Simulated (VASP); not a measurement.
# MgV3 (Pm-3m) in VASP: a series of runs

MgV3 is run at these levels: PBE, r2SCAN; tasks: single point.

All numbers are computed with VASP 6.6.1; they aren't measurements. Logs are shortened: lines on timing, memory, paths and dates and some standing lists are left out, and cuts for length are marked.

## Step 1: The cell of the first run

It takes space group Pm-3m (No. 221, cubic). Conventional cell: a = 3.903 Å, b = 3.903 Å, c = 3.903 Å, α = 90.00°, β = 90.00°, γ = 90.00°. Within 3.6 Å of V (site symmetry 4/mmm) lie 8 V at 2.76 Å and 4 Mg at 2.76 Å. Mg (site symmetry m-3m) has 12 V at 2.76 Å within 3.6 Å.

## Step 2: Single point, PBE

Input file INCAR:

```
PREC = Accurate ; ENCUT = 520
EDIFF = 1E-6 ; ISMEAR = 0
SIGMA = 0.1 ; LREAL = F
LASPH = T ; NELM = 100
ALGO = Fast ; ISIF = 2
LWAVE = F ; LCHARG = F
GGA = PE ; NBANDS = 28
```

Input file KPOINTS:

```
regular mesh
0
Gamma
  12 12 12
```

Input file POSCAR:

```
MgV3
1.0
    3.9030703298      0.0000000000      0.0000000000
    0.0000000000      3.9030703298      0.0000000000
    0.0000000000      0.0000000000      3.9030703298
V Mg
3 1
Direct
    0.0000000000      0.5000000000      0.5000000000
    0.5000000000      0.0000000000      0.5000000000
    0.5000000000      0.5000000000      0.0000000000
    0.0000000000      0.0000000000      0.0000000000
```

Potentials or basis: VASP PAW PBE potentials, release 64 (V_sv, Mg).

On the command line:

```
> cat potpaw_PBE.64/V_sv/POTCAR potpaw_PBE.64/Mg/POTCAR > POTCAR
> mpirun -np 1 vasp_std > vasp.out
```

OUTCAR:

```text
PREC = Accurate
   ENCUT = 520
   EDIFF = 1E-6
   ISMEAR = 0
   LREAL = F
   LASPH = T
   NELM = 100
   ISIF = 2
   GGA = PE

 ion  position               nearest neighbor table
   1  0.000  0.500  0.500-   2 2.76   3 2.76   4 2.76   3 2.76   4 2.76   2 2.76   4 2.76   4 2.76
                             2 2.76   3 2.76   3 2.76   2 2.76
   2  0.500  0.000  0.500-   1 2.76   3 2.76   4 2.76   3 2.76   4 2.76   1 2.76   3 2.76   3 2.76
                             1 2.76   4 2.76   4 2.76   1 2.76
   3  0.500  0.500  0.000-   1 2.76   2 2.76   4 2.76   1 2.76   2 2.76   2 2.76   4 2.76   2 2.76
                             1 2.76   4 2.76   1 2.76   4 2.76
   4  0.000  0.000  0.000-   1 2.76   2 2.76   3 2.76   1 2.76   2 2.76   1 2.76   3 2.76   1 2.76
                             2 2.76   3 2.76   2 2.76   3 2.76

  LATTYP: Found a simple cubic cell.
 ALAT       =     3.9030703298

  Lattice vectors:

 A1 = (   3.9030703298,   0.0000000000,   0.0000000000)
 A2 = (   0.0000000000,   3.9030703298,   0.0000000000)
 A3 = (   0.0000000000,   0.0000000000,   3.9030703298)

Analysis of symmetry for initial positions (statically):
=====================================================================
 Subroutine PRICEL returns:
 Original cell was already a primitive cell.

 Routine SETGRP: Setting up the symmetry group for a
 simple cubic supercell.

 Subroutine GETGRP returns: Found 48 space group operations
 (whereof 48 operations were pure point group operations)
 out of a pool of 48 trial point group operations.

The static configuration has the point symmetry O_h .

Analysis of symmetry for dynamics (positions and initial velocities):
=====================================================================
 Subroutine PRICEL returns:
 Original cell was already a primitive cell.

 Routine SETGRP: Setting up the symmetry group for a
 simple cubic supercell.

 Subroutine GETGRP returns: Found 48 space group operations
 (whereof 48 operations were pure point group operations)
 out of a pool of 48 trial point group operations.

The dynamic configuration has the point symmetry O_h .

 Subroutine INISYM returns: Found 48 space group operations
 (whereof 48 operations are pure point group operations),
 and found     1 'primitive' translations

----------------------------------------------------------------------------------------

                                     Primitive cell

  volume of cell :      59.4592
[... 88 lines left out ...]
   LNONCOLLINEAR =      F non collinear calculations
   LSORBIT =      F    spin-orbit coupling
   LASPH  =      T    aspherical Exc in radial PAW
   ENCUT  =  520.0 eV  38.22 Ry    6.18 a.u.   7.26  7.26  7.26*2*pi/ulx,y,z
   NELM   =    100;   NELMIN=  2; NELMDL= -5     # of ELM steps
   EDIFF  = 0.1E-05   stopping-criterion for ELM
   LREAL  =      F    real-space projection
   EDIFFG = 0.1E-04   stopping-criterion for IOM
   NSW    =      0    number of steps for IOM
   IBRION =     -1    ionic relax: 0-MD 1-quasi-New 2-CG
   NFREE  =      0    steps in history (QN), initial steepest desc. (CG)
   ISIF   =      2    stress and relaxation
   ISYM   =      2    0-nonsym 1-usesym 2-fastsym
   POTIM  = 0.5000    time-step for ionic-motion
   TEBEG  =    0.0;   TEEND  =   0.0 temperature during run
   PSTRESS=    0.0 pullay stress
   NELECT =      41.0000    total number of electrons
   NUPDOWN=      -1.0000    fix difference up-down
   EMIN   =  10.00;   EMAX   =-10.00  energy-range for DOS
   EFERMI =   0.00;   METHOD = LEGACY
   ISMEAR =     0;   SIGMA  =   0.10  broadening in eV -4-tet -1-fermi 0-gaus
   EFERMI_NEDOS =   21; number of points for ismear=-14 and -15
   IALGO  =     68    algorithm
   IMIX   =      4    mixing-type and parameters
     AMIX     =   0.40;   BMIX     =  1.00
     AMIX_MAG =   1.60;   BMIX_MAG =  1.00
  volume/ion in A,a.u.               =      14.86       100.31
  Fermi-wavevector in a.u.,A,eV,Ry     =   1.446316  2.733140 28.461059  2.091829
  Thomas-Fermi vector in A             =   2.564398
   LORBIT       =      0    0 simple, 1 ext, 2 COOP (PROOUT), +10 PAW based schemes
   GGA     = PE    functional components
   LHFCALC =     F    Hartree Fock is set to
   AEXX    =    0.0000 exact exchange contribution
   IVDW    =     0    specifies the selected vdW correction
   LEPSILON=     F    determine dielectric tensor
   LRPA    =     F    only Hartree local field effects (RPA)
 non-spin polarized calculation
 RMM-DIIS sequential band-by-band and
 Gauss-broadening in eV      SIGMA  =   0.10
  energy-cutoff  :      520.00
  volume of cell :       59.46
 maximum number of plane-waves:      1628
 NGX is ok and might be reduce to    30
   NGX = 15   NGY = 15   NGZ = 15

 number of electron      41.0000024 magnetization

 Free energy of the ion-electron system (eV)
  ---------------------------------------------------
  ext. energy  EPLUGINS =         0.00000000
  ---------------------------------------------------
  free energy    TOTEN  =       -26.86806757 eV

  energy without entropy =      -26.82605037  energy(sigma->0) =      -26.84705897

 E-fermi :   7.6613     XC(G=0): -11.7651

 val. band max:        7.6577315502   @ k =   0.4167   0.4167   0.1667
 cond. band min:       7.6713648711   @ k =   0.5000   0.3333   0.1667
 fundamental gap:      0.0136333209
 Fermi energy:         7.6613305630

 k-point     1 :       0.0000    0.0000    0.0000
  band No.  band energies     occupation
      1     -56.3441      2.00000
      2     -56.2206      2.00000
      3     -56.2206      2.00000
      4     -30.3368      2.00000
      5     -30.3368      2.00000
      6     -30.3368      2.00000
[... 733 lines left out ...]
     27       9.2950      0.00000
     28       9.7663      0.00000

 [... further k-points ...]
[... 5 lines left out ...]
  --------------------------------------------------------------------------------------
  -------------------------------------------------------------------------------------
  Total       -0.0363770     -0.0363770     -0.0363770      0.0000000      0.0000000      0.0000000
  in kB       -0.9802074     -0.9802074     -0.9802074      0.0000000      0.0000000      0.0000000
  external PRESSURE =      -0.9802074 kB  Pullay stress =       0.0000000 kB

 VOLUME and BASIS-vectors are now :
 -----------------------------------------------------------------------------
  energy-cutoff  :      520.00
  volume of cell :       59.46
      direct lattice vectors                 reciprocal lattice vectors
     3.903070330  0.000000000  0.000000000     0.256208553  0.000000000  0.000000000
     0.000000000  3.903070330  0.000000000     0.000000000  0.256208553  0.000000000
     0.000000000  0.000000000  3.903070330     0.000000000  0.000000000  0.256208553

 POSITION                                       TOTAL-FORCE (eV/Angst)
 -----------------------------------------------------------------------------------
      0.00000      1.95154      1.95154         0.000000      0.000000      0.000000
      1.95154      0.00000      1.95154         0.000000      0.000000      0.000000
      1.95154      1.95154      0.00000         0.000000      0.000000      0.000000
      0.00000      0.00000      0.00000         0.000000      0.000000      0.000000
 -----------------------------------------------------------------------------------
    total drift:                                0.000000      0.000000     -0.000000

  FREE ENERGIE OF THE ION-ELECTRON SYSTEM (eV)
  ---------------------------------------------------
  free  energy   TOTEN  =       -26.8680675678 eV

  energy  without entropy=      -26.8260503742  energy(sigma->0) =      -26.84705897
```

stdout:

```text
POSCAR found type information on POSCAR V Mg
 POSCAR found :  2 types and       4 ions
 scaLAPACK will be used
 LDA part: xc-table for (Slater+PW92), standard interpolation
 POSCAR, INCAR and KPOINTS ok, starting setup
 FFT: planning ... GRIDC
 FFT: planning ... GRID_SOFT
 FFT: planning ... GRID
 WAVECAR not read
 entering main loop
```

It took 74 s on 1 thread of AMD EPYC 9R45 (Zen 5), shared host; peak memory 0.22 GiB.

What came out:

```
Free energy : -26.8681 eV
Pressure    : -0.1 GPa
```

Levels at points of the mesh, in eV from the Fermi level:
```csv
k point,band 16,band 17,band 18,band 19,band 20,band 21,band 22,band 23,band 24,band 25
"(0.00, 0.00, 0.00)",-2.09,-1.65,-1.65,-1.65,1.12,1.12,1.12,2.25,2.25,2.44
"(0.50, 0.00, 0.00)",-1.17,-1.13,-1.13,-0.76,-0.03,-0.03,0.46,0.55,1.10,1.35
"(0.50, 0.50, 0.00)",-1.81,-1.21,-0.85,-0.62,-0.62,0.12,0.12,1.01,1.08,1.08
"(0.50, 0.50, 0.50)",-2.37,-0.08,-0.08,-0.08,0.09,0.09,0.09,0.75,1.10,1.10
```

## Step 3: Single point, r2SCAN

POSCAR is that of step 2.

Input file INCAR.step1:

```
PREC = Accurate
ENCUT = 520
ISMEAR = 0
SIGMA = 0.1
LREAL = False
LASPH = True
NELM = 60
NBANDS = 28
GGA = PE
ALGO = Normal
EDIFF = 1E-4
LWAVE = True
LCHARG = False
```

Input file INCAR.step2:

```
PREC = Accurate
ENCUT = 520
EDIFF = 1E-6
ISMEAR = 0
SIGMA = 0.1
LREAL = False
LASPH = True
NELM = 60
ALGO = Normal
ISIF = 2
LWAVE = False
LCHARG = False
METAGGA = R2SCAN
LMIXTAU = True
NBANDS = 28
ISTART = 1
```

KPOINTS is that of step 2.

Potentials or basis: VASP PAW PBE potentials, release 64 (V_sv, Mg).

On the command line:

```
> cat potpaw_PBE.64/V_sv/POTCAR potpaw_PBE.64/Mg/POTCAR > POTCAR
> cp INCAR.step1 INCAR
> mpirun -np 1 vasp_std > vasp.out
> cp INCAR.step2 INCAR
> mpirun -np 1 vasp_std > vasp.out
```

OUTCAR:

```text
PREC = Accurate
   ENCUT = 520
   EDIFF = 1E-6
   ISMEAR = 0
   LREAL = False
   LASPH = True
   NELM = 60
   ISIF = 2
   METAGGA = R2SCAN
   ISTART = 1

 ion  position               nearest neighbor table
   1  0.000  0.500  0.500-   2 2.76   3 2.76   4 2.76   3 2.76   4 2.76   2 2.76   4 2.76   4 2.76
                             2 2.76   3 2.76   3 2.76   2 2.76
   2  0.500  0.000  0.500-   1 2.76   3 2.76   4 2.76   3 2.76   4 2.76   1 2.76   3 2.76   3 2.76
                             1 2.76   4 2.76   4 2.76   1 2.76
   3  0.500  0.500  0.000-   1 2.76   2 2.76   4 2.76   1 2.76   2 2.76   2 2.76   4 2.76   2 2.76
                             1 2.76   4 2.76   1 2.76   4 2.76
   4  0.000  0.000  0.000-   1 2.76   2 2.76   3 2.76   1 2.76   2 2.76   1 2.76   3 2.76   1 2.76
                             2 2.76   3 2.76   2 2.76   3 2.76

  LATTYP: Found a simple cubic cell.
 ALAT       =     3.9030703298

  Lattice vectors:

 A1 = (   3.9030703298,   0.0000000000,   0.0000000000)
 A2 = (   0.0000000000,   3.9030703298,   0.0000000000)
 A3 = (   0.0000000000,   0.0000000000,   3.9030703298)

Analysis of symmetry for initial positions (statically):
=====================================================================
 Subroutine PRICEL returns:
 Original cell was already a primitive cell.

[... 170 lines left out ...]
  free energy    TOTEN  =       -44.87377085 eV

  energy without entropy =      -44.83538557  energy(sigma->0) =      -44.85457821

 E-fermi :   7.5965     XC(G=0): -12.7495

 val. band max:        7.5916107855   @ k =   0.2500   0.2500   0.2500
 cond. band min:       7.5991765645   @ k =   0.4167   0.0000   0.0000
 fundamental gap:      0.0075657790
 Fermi energy:         7.5964647230

 k-point     1 :       0.0000    0.0000    0.0000
  band No.  band energies     occupation
      1     -59.0186      2.00000
      2     -58.8879      2.00000
      3     -58.8879      2.00000
      4     -31.8898      2.00000
      5     -31.8898      2.00000
      6     -31.8898      2.00000
[... 733 lines left out ...]
     27       9.4607      0.00000
     28       9.7764      0.00000

 [... further k-points ...]
[... 5 lines left out ...]
  --------------------------------------------------------------------------------------
  -------------------------------------------------------------------------------------
  Total       -0.6966890     -0.6966890     -0.6966890      0.0000000      0.0000000     -0.0000000
  in kB      -18.7728574    -18.7728574    -18.7728574      0.0000000      0.0000000     -0.0000000
  external PRESSURE =     -18.7728574 kB  Pullay stress =       0.0000000 kB

 VOLUME and BASIS-vectors are now :
 -----------------------------------------------------------------------------
  energy-cutoff  :      520.00
  volume of cell :       59.46
      direct lattice vectors                 reciprocal lattice vectors
     3.903070330  0.000000000  0.000000000     0.256208553  0.000000000  0.000000000
     0.000000000  3.903070330  0.000000000     0.000000000  0.256208553  0.000000000
     0.000000000  0.000000000  3.903070330     0.000000000  0.000000000  0.256208553

 POSITION                                       TOTAL-FORCE (eV/Angst)
 -----------------------------------------------------------------------------------
      0.00000      1.95154      1.95154         0.000000      0.000000      0.000000
      1.95154      0.00000      1.95154         0.000000      0.000000      0.000000
      1.95154      1.95154      0.00000         0.000000      0.000000      0.000000
      0.00000      0.00000      0.00000         0.000000      0.000000      0.000000
 -----------------------------------------------------------------------------------
    total drift:                                0.000000      0.000000     -0.000000

  FREE ENERGIE OF THE ION-ELECTRON SYSTEM (eV)
  ---------------------------------------------------
  free  energy   TOTEN  =       -44.8737708471 eV

  energy  without entropy=      -44.8353855720  energy(sigma->0) =      -44.85457821
```

OUTCAR.step1:

```text
PREC = Accurate
   ENCUT = 520
   ISMEAR = 0
   LREAL = False
   LASPH = True
[... 976 lines left out ...]
      0.00000      1.95154      1.95154         0.000000      0.000000      0.000000
      1.95154      0.00000      1.95154         0.000000      0.000000      0.000000
      1.95154      1.95154      0.00000         0.000000      0.000000      0.000000
      0.00000      0.00000      0.00000         0.000000      0.000000      0.000000
 -----------------------------------------------------------------------------------
    total drift:                                0.000000      0.000000     -0.000000

  FREE ENERGIE OF THE ION-ELECTRON SYSTEM (eV)
  ---------------------------------------------------
  free  energy   TOTEN  =       -26.8680823058 eV

  energy  without entropy=      -26.8260630343  energy(sigma->0) =      -26.84707267
```

It took 4.5 min on 1 thread of Oxide Virtual Turin-like, shared host; peak memory 0.22 GiB.

What came out:

```
Free energy : -44.8738 eV
Pressure    : -1.9 GPa
```

Caveat: the PAW data sets were made with another functional, which shifts forces and pressure a little.

## Step 4: Single point, PBE, collinear spin, ferromagnetic start

Input file INCAR:

```
SYSTEM = MgV3
PREC = Accurate
ENCUT = 520
EDIFF = 1E-6
ISMEAR = 0
SIGMA = 0.1
LREAL = .FALSE.
LASPH = .TRUE.
NELM = 150
ALGO = Normal
ISIF = 2
LWAVE = .FALSE.
LCHARG = .FALSE.
ISPIN = 2
MAGMOM = 2 2 2 0
LORBIT = 11
LMAXMIX = 4
GGA = PE
NBANDS = 32
```

Input file KPOINTS:

```
regular mesh
0
G
  12 12 12
  0 0 0
```

POSCAR is that of step 3.

On the command line:

```
> cat potpaw_PBE.64/V_sv/POTCAR potpaw_PBE.64/Mg/POTCAR > POTCAR
> mpirun -np 1 vasp_std > vasp.out
```

It took 3.6 min on 1 thread of Oxide Virtual Turin-like, shared host; peak memory 0.31 GiB.

The run converged. Its results:

```yaml
Free_energy: -26.8750 eV
Pressure: 0.2 GPa
Net_moment: 1.15 μB per cell
Site_moments: V +0.33; Mg -0.00 μB
Valence_electrons_inside_the_program's_atomic_spheres: V 11.50; Mg 0.51
```

Levels at points of the mesh, in eV from the Fermi level:
Spin up:
| k point | band 18 | band 19 | band 20 | band 21 | band 22 | band 23 | band 24 | band 25 |
| --- | --- | --- | --- | --- | --- | --- | --- | --- |
| (0.00, 0.00, 0.00) | -1.81 | -1.81 | 1.01 | 1.01 | 1.01 | 2.16 | 2.16 | 2.36 |
| (0.50, 0.00, 0.00) | -1.24 | -0.89 | -0.20 | -0.20 | 0.37 | 0.41 | 1.01 | 1.21 |
| (0.50, 0.50, 0.00) | -1.02 | -0.77 | -0.77 | -0.05 | -0.05 | 0.84 | 0.97 | 0.97 |
| (0.50, 0.50, 0.50) | -0.12 | -0.12 | -0.09 | -0.09 | -0.09 | 0.66 | 1.02 | 1.02 |
Spin down:
| k point | band 16 | band 17 | band 18 | band 19 | band 20 | band 21 | band 22 | band 23 | band 24 | band 25 |
| --- | --- | --- | --- | --- | --- | --- | --- | --- | --- | --- |
| (0.00, 0.00, 0.00) | -1.96 | -1.49 | -1.49 | -1.49 | 1.23 | 1.23 | 1.23 | 2.35 | 2.35 | 2.51 |
| (0.50, 0.00, 0.00) | -1.01 | -1.01 | -0.98 | -0.63 | 0.14 | 0.14 | 0.55 | 0.70 | 1.19 | 1.50 |
| (0.50, 0.50, 0.00) | -1.72 | -1.13 | -0.67 | -0.47 | -0.47 | 0.30 | 0.30 | 1.17 | 1.19 | 1.19 |
| (0.50, 0.50, 0.50) | -2.21 | -0.03 | -0.03 | -0.03 | 0.27 | 0.27 | 0.27 | 0.83 | 1.18 | 1.18 |

## Step 5: Overview

```tsv
level	spin	gap on the mesh (eV)	pressure (GPa)
PBE	off	none	-0.1
r2SCAN	off	none	-1.9
PBE	collinear, ferromagnetic start	none	0.2
```

Alike in all rows: task single point; potentials or basis VASP PAW PBE potentials, release 64 (V_sv, Mg); cell as given; k mesh 12 × 12 × 12; cutoff (eV) 520; smearing gaussian 0.1 eV.

Every run on the cell as given and a fine mesh finds a metal. The pressure there spans -1.9 GPa (r2SCAN) to 0.2 GPa (PBE); a positive pressure means that this level wants a larger cell, a negative one a smaller.

Caveats: the PAW data sets were made with another functional, which shifts forces and pressure a little (some runs).

Absolute energies hang on the potentials; compare differences alone.
